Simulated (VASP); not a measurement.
A run of VASP 6.6.1 is set up as follows.

INCAR

```
SYSTEM = NiS
ALGO = Normal ; EDIFF = 1E-6
ENCUT = 520 ; GGA = CA
ISIF = 2 ; ISMEAR = -1
ISPIN = 2 ; LASPH = .TRUE.
LCHARG = .FALSE. ; LMAXMIX = 4
LORBIT = 11 ; LREAL = .FALSE.
LWAVE = .FALSE. ; MAGMOM = 0.5 0.5 0 0
NBANDS = 28 ; NELM = 150
NUPDOWN = 1.0 ; PREC = Accurate
SIGMA = 0.05
```

KPOINTS

```
k-points
0
G
  11 11 7
  0 0 0
```

The input POSCAR:

```
NiS
1.0
    3.4250000000      0.0000000000      0.0000000000
   -1.7125000000      2.9661370080      0.0000000000
    0.0000000000      0.0000000000      5.3400000000
Ni S
2 2
Direct
    0.0000000000      0.0000000000      0.0000000000
    0.0000000000      0.0000000000      0.5000000000
    0.3333333333      0.6666666667      0.2500000000
    0.6666666667      0.3333333333      0.7500000000
```

Potentials or basis: VASP PAW LDA potentials, release 64 (Ni, S).

Command:

```sh
$ cat potpaw_LDA.64/Ni/POTCAR potpaw_LDA.64/S/POTCAR > POTCAR
$ mpirun -np 1 vasp_std > vasp.out
```

Question: Estimate the pressure.

Answer: -11.9 GPa.

Stress tensor (GPa, compression positive):
```
-10.09   0.00   0.00
  0.00 -10.09   0.00
  0.00   0.00 -15.38
```

Caveat: the stress differs along the axes, from -15 to -10 GPa; the total moment is fixed, so each spin has its own Fermi level and the state may be an excited one.
